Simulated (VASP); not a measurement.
# PbS in VASP: a series of runs, part 2 of 3

VASP 6.6.1. Earlier steps stand in the parts before.

**4. Electric field gradients, LDA (volume scaled by 0.94)**

File INCAR:

```
SYSTEM = PbS
  PREC = Accurate
  ENCUT = 520
  EDIFF = 1E-8
  ISMEAR = -1
  SIGMA = 0.01
  LREAL = .False.
  LASPH = .True.
  NELM = 60
  ALGO = Normal
  ISIF = 2
  LWAVE = .False.
  LCHARG = .False.
  GGA = CA
  LEFG = .True.
  NBANDS = 17
```

File KPOINTS:

```
regular mesh
0
Gamma
  7 7 7
  0 0 0
```

File POSCAR:

```
PbS
1.0
    0.0000000000      2.9044728123      2.9044728123
    2.9044728123      0.0000000000      2.9044728123
    2.9044728123      2.9044728123      0.0000000000
Pb S
1 1
Direct
    0.0000000000      0.0000000000      0.0000000000
    0.5000000000      0.5000000000      0.5000000000
```

Potentials or basis: VASP PAW LDA potentials, release 64 (Pb_d, S).

Launch:

```bash
> cat potpaw_LDA.64/Pb_d/POTCAR potpaw_LDA.64/S/POTCAR > POTCAR
> mpirun -np 1 vasp_std > vasp.out
```

OUTCAR:

```text
SYSTEM = PbS
   PREC = Accurate
   ENCUT = 520
   EDIFF = 1E-8
   ISMEAR = -1
   LREAL = .False.
   LASPH = .True.
   NELM = 60
   ISIF = 2
   GGA = CA

 ion  position               nearest neighbor table
   1  0.000  0.000  0.000-   2 2.90   2 2.90   2 2.90   2 2.90   2 2.90   2 2.90
   2  0.500  0.500  0.500-   1 2.90   1 2.90   1 2.90   1 2.90   1 2.90   1 2.90

  LATTYP: Found a face centered cubic cell.
 ALAT       =     5.8089456246

  Lattice vectors:

 A1 = (   0.0000000000,   2.9044728123,   2.9044728123)
 A2 = (   2.9044728123,   0.0000000000,   2.9044728123)
 A3 = (   2.9044728123,   2.9044728123,   0.0000000000)

Analysis of symmetry for initial positions (statically):
=====================================================================
 Subroutine PRICEL returns:
 Original cell was already a primitive cell.

 Routine SETGRP: Setting up the symmetry group for a
 face centered cubic supercell.

 Subroutine GETGRP returns: Found 48 space group operations
 (whereof 48 operations were pure point group operations)
 out of a pool of 48 trial point group operations.

The static configuration has the point symmetry O_h .

Analysis of symmetry for dynamics (positions and initial velocities):
=====================================================================
 Subroutine PRICEL returns:
 Original cell was already a primitive cell.

 Routine SETGRP: Setting up the symmetry group for a
 face centered cubic supercell.

 Subroutine GETGRP returns: Found 48 space group operations
 (whereof 48 operations were pure point group operations)
 out of a pool of 48 trial point group operations.

The dynamic configuration has the point symmetry O_h .

 Subroutine INISYM returns: Found 48 space group operations
 (whereof 48 operations are pure point group operations),
 and found     1 'primitive' translations

----------------------------------------------------------------------------------------

                                     Primitive cell

  volume of cell :      49.0040

  direct lattice vectors                    reciprocal lattice vectors
     0.000000000  2.904472812  2.904472812    -0.172148280  0.172148280  0.172148280
     2.904472812  0.000000000  2.904472812     0.172148280 -0.172148280  0.172148280
     2.904472812  2.904472812  0.000000000     0.172148280  0.172148280 -0.172148280

  length of vectors
     4.107544843  4.107544843  4.107544843     0.298169568  0.298169568  0.298169568

  position of ions in fractional coordinates (direct lattice)
     0.000000000  0.000000000  0.000000000
     0.500000000  0.500000000  0.500000000

  ion indices of the primitive-cell ions
   primitive index   ion index
                 1           1
                 2           2

----------------------------------------------------------------------------------------

 KPOINTS: regular mesh

Automatic generation of k-mesh.
 Grid dimensions read from file:
 generate k-points for:    7    7    7
[... 65 lines left out ...]
   ISIF   =      2    stress and relaxation
   ISYM   =      2    0-nonsym 1-usesym 2-fastsym
   POTIM  = 0.5000    time-step for ionic-motion
   TEBEG  =    0.0;   TEEND  =   0.0 temperature during run
   PSTRESS=    0.0 pullay stress
   NELECT =      20.0000    total number of electrons
   NUPDOWN=      -1.0000    fix difference up-down
   EMIN   =  10.00;   EMAX   =-10.00  energy-range for DOS
   EFERMI =   0.00;   METHOD = LEGACY
   ISMEAR =    -1;   SIGMA  =   0.01  broadening in eV -4-tet -1-fermi 0-gaus
   EFERMI_NEDOS =   21; number of points for ismear=-14 and -15
   IALGO  =     38    algorithm
   IMIX   =      4    mixing-type and parameters
     AMIX     =   0.40;   BMIX     =  1.00
     AMIX_MAG =   1.60;   BMIX_MAG =  1.00
  volume/ion in A,a.u.               =      24.50       165.35
  Fermi-wavevector in a.u.,A,eV,Ry     =   1.214342  2.294773 20.063496  1.474625
  Thomas-Fermi vector in A             =   2.349764
   LORBIT       =      0    0 simple, 1 ext, 2 COOP (PROOUT), +10 PAW based schemes
   GGA     = CA    functional components
   LHFCALC =     F    Hartree Fock is set to
   AEXX    =    0.0000 exact exchange contribution
   IVDW    =     0    specifies the selected vdW correction
   LEPSILON=     F    determine dielectric tensor
   LRPA    =     F    only Hartree local field effects (RPA)
 non-spin polarized calculation
  energy-cutoff  :      520.00
  volume of cell :       49.00
 maximum number of plane-waves:      1363
   NGX = 15   NGY = 15   NGZ = 15

 number of electron      20.0000001 magnetization

 Free energy of the ion-electron system (eV)
  ---------------------------------------------------
  ext. energy  EPLUGINS =         0.00000000
  ---------------------------------------------------
  free energy    TOTEN  =        -9.99891264 eV

  energy without entropy =       -9.99891264  energy(sigma->0) =       -9.99891264

 E-fermi :   6.3640     XC(G=0): -10.3193

 val. band max:        6.1289620747   @ k =   0.4286   0.0000   0.0000
 cond. band min:       6.9719059454   @ k =   0.4286   0.0000   0.0000
 fundamental gap:      0.8429438707
 Fermi energy:         6.3639501160

 k-point     1 :       0.0000    0.0000    0.0000
  band No.  band energies     occupation
      1     -10.4478      2.00000
      2     -10.4478      2.00000
      3     -10.4478      2.00000
      4     -10.4412      2.00000
      5     -10.4412      2.00000
      6      -7.7111      2.00000
[... 377 lines left out ...]
      4     -10.4142      2.00000
      5     -10.3724      2.00000
      6      -5.7042      2.00000
[... 9 lines left out ...]
     16      18.1640      0.00000
     17      18.9960      0.00000

------------------------ aborting loop because EDIFF is reached ----------------------------------------

  FORCE on cell =-STRESS in cart. coord.  units (eV):
  Direction    XX          YY          ZZ          XY          YZ          ZX
  --------------------------------------------------------------------------------------
  -------------------------------------------------------------------------------------
  Total        0.3757991      0.3757991      0.3757991      0.0000000      0.0000000     -0.0000000
  in kB       12.2866763     12.2866763     12.2866763      0.0000000      0.0000000     -0.0000000
  external PRESSURE =      12.2866763 kB  Pullay stress =       0.0000000 kB

 VOLUME and BASIS-vectors are now :
 -----------------------------------------------------------------------------
  energy-cutoff  :      520.00
  volume of cell :       49.00
      direct lattice vectors                 reciprocal lattice vectors
     0.000000000  2.904472812  2.904472812    -0.172148280  0.172148280  0.172148280
     2.904472812  0.000000000  2.904472812     0.172148280 -0.172148280  0.172148280
     2.904472812  2.904472812  0.000000000     0.172148280  0.172148280 -0.172148280

 POSITION                                       TOTAL-FORCE (eV/Angst)
 -----------------------------------------------------------------------------------
      0.00000      0.00000      0.00000         0.000000      0.000000      0.000000
      2.90447      2.90447      2.90447        -0.000000     -0.000000     -0.000000
 -----------------------------------------------------------------------------------
    total drift:                                0.000000     -0.000000     -0.000000

  FREE ENERGIE OF THE ION-ELECTRON SYSTEM (eV)
  ---------------------------------------------------
  free  energy   TOTEN  =        -9.9989126427 eV

  energy  without entropy=       -9.9989126427  energy(sigma->0) =       -9.99891264

 Electric field gradients (V/A^2)
---------------------------------------------------------------------
 ion       V_xx      V_yy      V_zz      V_xy      V_xz      V_yz
---------------------------------------------------------------------
   1       0.000    -0.000     0.000    -0.000    -0.000    -0.000
   2       0.000     0.000     0.000    -0.000    -0.000    -0.000
---------------------------------------------------------------------

 Electric field gradients after diagonalization (V/A^2)
 (convention: |V_zz| > |V_xx| > |V_yy|)
----------------------------------------------------------------------
 ion       V_xx      V_yy      V_zz     asymmetry (V_yy - V_xx)/ V_zz
----------------------------------------------------------------------
   1       0.000     0.000    -0.001       0.000
   2       0.000     0.000    -0.000       0.000
----------------------------------------------------------------------

           NMR quadrupolar parameters

 Cq : quadrupolar parameter    Cq=e*Q*V_zz/h
 eta: asymmetry parameters     (V_yy - V_xx)/ V_zz
 Q  : nuclear electric quadrupole moment in mb (millibarn)
----------------------------------------------------------------------
 ion       Cq(MHz)       eta       Q (mb)
----------------------------------------------------------------------
   1      -0.000       0.000       1.000
   2      -0.000       0.000       1.000
----------------------------------------------------------------------
```

OSZICAR:

```text
N       E                     dE             d eps       ncg     rms          rms(c)
DAV:   1     0.156039068253E+03    0.15604E+03   -0.96806E+03   688   0.123E+03
DAV:   2     0.976309690384E+00   -0.15506E+03   -0.14941E+03   730   0.318E+02
DAV:   3    -0.101299187210E+02   -0.11106E+02   -0.10964E+02   881   0.917E+01
DAV:   4    -0.103997460801E+02   -0.26983E+00   -0.26954E+00   855   0.150E+01
DAV:   5    -0.104095166120E+02   -0.97705E-02   -0.97700E-02  1007   0.284E+00    0.505E+00
DAV:   6    -0.100103604838E+02    0.39916E+00   -0.11258E+00  1064   0.776E+00    0.357E+00
DAV:   7    -0.100023680128E+02    0.79925E-02   -0.10309E-01   838   0.165E+00    0.185E+00
DAV:   8    -0.999917482988E+01    0.31932E-02   -0.95883E-03   850   0.102E+00    0.887E-02
DAV:   9    -0.999889199975E+01    0.28283E-03   -0.15452E-03  1062   0.330E-01    0.784E-02
DAV:  10    -0.999891826183E+01   -0.26262E-04   -0.12538E-04   791   0.859E-02    0.394E-02
DAV:  11    -0.999891263988E+01    0.56219E-05   -0.22002E-05   954   0.529E-02    0.133E-02
DAV:  12    -0.999891263907E+01    0.80831E-09   -0.12756E-06   957   0.128E-02    0.224E-03
DAV:  13    -0.999891264273E+01   -0.36539E-08   -0.60996E-08   913   0.285E-03
   1 F= -.99989126E+01 E0= -.99989126E+01  d E =-.712147E-12
```

Run time: 24 s. Hardware: 1 thread of Intel Xeon 8259CL, shared host; peak memory 0.16 GiB.

What came out:

```
Free energy : -9.9989 eV
Pressure    : 1.2 GPa
```

Levels at points of the mesh, in eV from the Fermi level:
```
           k point  band 8  band 9  band 10  band 11  band 12  band 13
(0.00, 0.00, 0.00)   -2.40   -2.40    -2.40     5.34     5.34     5.34
```

Caveat: this odd mesh misses L, where the gap lies, so gap, dielectric constants and Born charges aren't listed; without QUAD_EFG the Cq values of the log hold for a quadrupole moment of 1 mb, not for the nuclei; spin-orbit coupling is left out, which moves the levels of the heavy elements.

**5. Electric field gradients, LDA (volume scaled by 0.96)**

File INCAR:

```
SYSTEM = PbS
ALGO = Normal
EDIFF = 1E-8
ENCUT = 520
GGA = CA
ISIF = 2
ISMEAR = -1
LASPH = .TRUE.
LCHARG = .FALSE.
LEFG = .TRUE.
LREAL = .FALSE.
LWAVE = .FALSE.
NBANDS = 17
NELM = 60
PREC = Accurate
SIGMA = 0.01
```

File KPOINTS:

```
k-points
0
G
  7 7 7
  0 0 0
```

File POSCAR:

```
PbS
1.0
    0.0000000000      2.9249275202      2.9249275202
    2.9249275202      0.0000000000      2.9249275202
    2.9249275202      2.9249275202      0.0000000000
Pb S
1 1
Direct
    0.0000000000      0.0000000000      0.0000000000
    0.5000000000      0.5000000000      0.5000000000
```

Potentials or basis: VASP PAW LDA potentials, release 64 (Pb_d, S).

Launch:

```bash
> cat potpaw_LDA.64/Pb_d/POTCAR potpaw_LDA.64/S/POTCAR > POTCAR
> mpirun -np 1 vasp_std > vasp.out
```

OUTCAR:

```text
SYSTEM = PbS
   EDIFF = 1E-8
   ENCUT = 520
   GGA = CA
   ISIF = 2
   ISMEAR = -1
   LASPH = .TRUE.
   LREAL = .FALSE.
   NELM = 60
   PREC = Accurate

 ion  position               nearest neighbor table
   1  0.000  0.000  0.000-   2 2.92   2 2.92   2 2.92   2 2.92   2 2.92   2 2.92
   2  0.500  0.500  0.500-   1 2.92   1 2.92   1 2.92   1 2.92   1 2.92   1 2.92

  LATTYP: Found a face centered cubic cell.
 ALAT       =     5.8498550404

  Lattice vectors:

 A1 = (   0.0000000000,   2.9249275202,   2.9249275202)
 A2 = (   2.9249275202,   0.0000000000,   2.9249275202)
 A3 = (   2.9249275202,   2.9249275202,   0.0000000000)

Analysis of symmetry for initial positions (statically):
=====================================================================
 Subroutine PRICEL returns:
 Original cell was already a primitive cell.

 Routine SETGRP: Setting up the symmetry group for a
 face centered cubic supercell.

[... 581 lines left out ...]
      direct lattice vectors                 reciprocal lattice vectors
     0.000000000  2.924927520  2.924927520    -0.170944407  0.170944407  0.170944407
     2.924927520  0.000000000  2.924927520     0.170944407 -0.170944407  0.170944407
     2.924927520  2.924927520  0.000000000     0.170944407  0.170944407 -0.170944407

 POSITION                                       TOTAL-FORCE (eV/Angst)
 -----------------------------------------------------------------------------------
      0.00000      0.00000      0.00000         0.000000     -0.000000     -0.000000
      2.92493      2.92493      2.92493        -0.000000      0.000000      0.000000
 -----------------------------------------------------------------------------------
    total drift:                                0.000000     -0.000000     -0.000000

  FREE ENERGIE OF THE ION-ELECTRON SYSTEM (eV)
  ---------------------------------------------------
  free  energy   TOTEN  =       -10.0027275867 eV

  energy  without entropy=      -10.0027275867  energy(sigma->0) =      -10.00272759

 Electric field gradients (V/A^2)
---------------------------------------------------------------------
 ion       V_xx      V_yy      V_zz      V_xy      V_xz      V_yz
---------------------------------------------------------------------
   1      -0.000     0.000     0.000    -0.001    -0.001    -0.001
   2      -0.000    -0.000    -0.000    -0.000    -0.000    -0.000
---------------------------------------------------------------------

 Electric field gradients after diagonalization (V/A^2)
 (convention: |V_zz| > |V_xx| > |V_yy|)
----------------------------------------------------------------------
 ion       V_xx      V_yy      V_zz     asymmetry (V_yy - V_xx)/ V_zz
----------------------------------------------------------------------
   1       0.001     0.001    -0.002       0.000
   2       0.000     0.000    -0.000       0.000
----------------------------------------------------------------------

           NMR quadrupolar parameters

 Cq : quadrupolar parameter    Cq=e*Q*V_zz/h
 eta: asymmetry parameters     (V_yy - V_xx)/ V_zz
 Q  : nuclear electric quadrupole moment in mb (millibarn)
----------------------------------------------------------------------
 ion       Cq(MHz)       eta       Q (mb)
----------------------------------------------------------------------
   1      -0.000       0.000       1.000
   2      -0.000       0.000       1.000
----------------------------------------------------------------------
```

OSZICAR:

```text
N       E                     dE             d eps       ncg     rms          rms(c)
DAV:   1     0.155241201016E+03    0.15524E+03   -0.97698E+03   680   0.124E+03
DAV:   2     0.192701547662E+01   -0.15331E+03   -0.14733E+03   722   0.321E+02
DAV:   3    -0.101198138755E+02   -0.12047E+02   -0.11963E+02   900   0.919E+01
DAV:   4    -0.104159756542E+02   -0.29616E+00   -0.29584E+00   839   0.153E+01
DAV:   5    -0.104267282588E+02   -0.10753E-01   -0.10752E-01  1022   0.292E+00    0.484E+00
DAV:   6    -0.100139944956E+02    0.41273E+00   -0.11847E+00  1064   0.776E+00    0.342E+00
DAV:   7    -0.100063519275E+02    0.76426E-02   -0.10281E-01   845   0.164E+00    0.182E+00
DAV:   8    -0.100030164763E+02    0.33355E-02   -0.10172E-02   816   0.102E+00    0.126E-01
DAV:   9    -0.100027070586E+02    0.30942E-03   -0.18083E-03  1068   0.344E-01    0.765E-02
DAV:  10    -0.100027329226E+02   -0.25864E-04   -0.12674E-04   769   0.784E-02    0.435E-02
DAV:  11    -0.100027276615E+02    0.52611E-05   -0.19913E-05   966   0.491E-02    0.124E-02
DAV:  12    -0.100027275860E+02    0.75468E-07   -0.10740E-06   982   0.127E-02    0.177E-03
DAV:  13    -0.100027275867E+02   -0.65779E-09   -0.99972E-08   884   0.282E-03
   1 F= -.10002728E+02 E0= -.10002728E+02  d E =-.297341E-14
```

Wall time 23 s (1 thread of Intel Xeon 8259CL, shared host); peak memory 0.16 GiB.

Results:

```
Free energy : -10.0027 eV
Pressure    : -0.2 GPa
```

Levels at points of the mesh, in eV from the Fermi level:
```
           k point  band 8  band 9  band 10  band 11  band 12  band 13
(0.00, 0.00, 0.00)   -2.35   -2.35    -2.35     5.21     5.21     5.21
```

Caveat: this odd mesh misses L, where the gap lies, so gap, dielectric constants and Born charges aren't listed; without QUAD_EFG the Cq values of the log hold for a quadrupole moment of 1 mb, not for the nuclei; spin-orbit coupling is left out, which moves the levels of the heavy elements.

(Continued in part 3 of 3.)
